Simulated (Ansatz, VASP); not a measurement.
## Two plane-wave programs on Hf

```
Hf
1.0
     4.89483    0.00000    0.00000
    -2.44742    4.23905    0.00000
     0.00000    0.00000    5.43660
Hf
4
Cartesian
  0.0000 2.8260 -0.0008
  2.4474 1.4130 2.7175
  0.0000 2.8260 2.7191
  2.4474 1.4130 5.4374
```

Alike in both runs: task relaxation of cell and atoms; functional LDA; k mesh 12 × 12 × 8; occupations gaussian, width 0.1 eV; no spin polarisation.

|  | VASP | Ansatz |
| --- | --- | --- |
| version | VASP 6.6.1 | Ansatz 0.2.0 |
| potentials or method | VASP PAW LDA potentials, release 64 (Hf_pv), cutoff 600 eV | scalar-relativistic, plane waves, PAW |
| valence electrons in the cell | 40 | 104 |

Ansatz gave:

| Property | Result |
| --- | --- |
| gap on the k mesh at the Fermi level, each at its own relaxed structure (eV) | none |
| relaxed volume (Å³/atom) | 28.15 |
| relaxed length of the cell vector where the two differ most in proportion (Å) | 5.436 |

Task: What did VASP give for the same quantities?

Result: gap on the k mesh at the Fermi level, each at its own relaxed structure (eV): none; relaxed volume (Å³/atom): 28.12; relaxed length of the cell vector where the two differ most in proportion (Å): 5.432.

LDA's correlation is that of Perdew and Zunger in VASP and of Perdew and Wang (1992) in Ansatz. A gap of «none» marks a metal or a gap that the smearing closes. VASP's potentials hold 40 valence electrons a cell and Ansatz's 104, so a difference there can come from the potentials and not from the codes.

Neither program's run includes spin-orbit coupling.
